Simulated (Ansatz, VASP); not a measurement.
**One calculation of NaH, two programs**

Contents of INCAR:

```
SYSTEM = NaH
PREC = Accurate
ENCUT = 500
EDIFF = 1E-6
ISMEAR = 0
SIGMA = 0.01
LREAL = .False.
LASPH = .True.
NELM = 120
ALGO = Normal
ISIF = 2
LWAVE = .False.
LCHARG = .True.
GGA = CA
LELF = .True.
LVHAR = .True.
NBANDS = 11
GGA_COMPAT = .False.
```

File KPOINTS:

```
regular mesh
0
Gamma
  5 5 5
  0 0 0
```

Contents of POSCAR:

```
NaH
1.0
    2.9551240000      0.0000000000      0.0000000000
    0.0000000000      2.9551240000      0.0000000000
    0.0000000000      0.0000000000      2.9551240000
Na H
1 1
Direct
    0.0000000000      0.0000000000      0.0000000000
    0.5000000000      0.5000000000      0.5000000000
```

Input for Ansatz:

```yaml
crystal:
  lattice:
    - [2.955124, 0.0, 0.0]
    - [0.0, 2.955124, 0.0]
    - [0.0, 0.0, 2.955124]
  atoms:
    - { symbol: Na, position: [0.0, 0.0, 0.0] }
    - { symbol: H, position: [0.5, 0.5, 0.5] }
basis:
  ecutwfc: 550.0
kpoints:
  mp_grid:
    grid: [5, 5, 5]
  band_path:
    path:
      - [0.0, 0.0, 0.0]
      - [0.0, 0.5, 0.0]
      - [0.5, 0.5, 0.0]
      - [0.0, 0.0, 0.0]
      - [0.5, 0.5, 0.5]
    npoints: 10
hamiltonian:
  xc: lda
  pseudopotentials:
    kind: paw
scf:
  occupations:
    method: fixed
output:
  write_potential: true
```

Alike in both runs: task single point; functional LDA; k mesh 5 × 5 × 5; no spin polarisation.

|  | VASP | Ansatz |
| --- | --- | --- |
| version | VASP 6.6.1 | Ansatz 0.2.0 |
| potentials or method | VASP PAW LDA potentials, release 64 (Na_pv, H), cutoff 500 eV | plane waves, PAW |
| occupations | gaussian, width 0.01 eV | fixed |
| valence electrons in the cell | 8 | 10 |

```csv
,VASP,Ansatz,Ansatz less VASP
gap on the k mesh at the Fermi level (eV),2.11,2.11,0.000
```

LDA's correlation is that of Perdew and Zunger in VASP and of Perdew and Wang (1992) in Ansatz. VASP's potentials hold 8 valence electrons a cell and Ansatz's 10, so a difference there can come from the potentials and not from the codes.

The k mesh is coarse, so the values compare programs but aren't converged.
